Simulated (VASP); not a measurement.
Write the native input for VASP 6.6.1 that does the following.

```
Task                   : single point
Functional             : LDA
Potentials or basis    : VASP PAW LDA potentials, release 64 (Al)
Cutoff                 : 520 eV
k mesh                 : 20 × 20 × 20
Occupations            : methfessel-paxton, width 0.2 eV
Spin                   : no spin polarisation
Dipole correction      : no
Further INCAR settings : ALGO = Normal; EDIFF = 1e-06; NBANDS = 8
```

The structure of Al lies in POSCAR:

```
Al
1.0
   -1.6190650171      1.6190650171      1.5912186900
    1.6190650171     -1.6190650171      1.5912186900
    1.6190650171      1.6190650171     -1.5912186900
Al
1
Direct
    0.0000000000      0.0000000000      0.0000000000
```

This cell differs from its parent crystal: strain +0.0175 x Voigt [1, 1, 0, 0, 0, 0].

The input as run:

INCAR

```
PREC = Accurate
ENCUT = 520
EDIFF = 1E-6
ISMEAR = 1
SIGMA = 0.2
LREAL = False
LASPH = True
NELM = 80
ALGO = Normal
ISIF = 2
LWAVE = False
LCHARG = True
GGA = CA
LELF = True
LVHAR = True
NBANDS = 8
```

KPOINTS

```
Automatic mesh
0
Gamma
  20 20 20
```

Potentials or basis: VASP PAW LDA potentials, release 64 (Al).

The run is started by

```bash
$ cat potpaw_LDA.64/Al/POTCAR > POTCAR
$ mpirun -np 1 vasp_std > vasp.out
```

It gave:

```yaml
Pressure: -2.0 GPa
```

Caveat: the cell differs from its parent crystal (strain +0.0175 x Voigt [1, 1, 0, 0, 0, 0]).

Run time: 18 s on 1 thread of Intel(R) Xeon(R) 6975P-C (Granite Rapids) (shared host), peak memory 0.17 GiB.
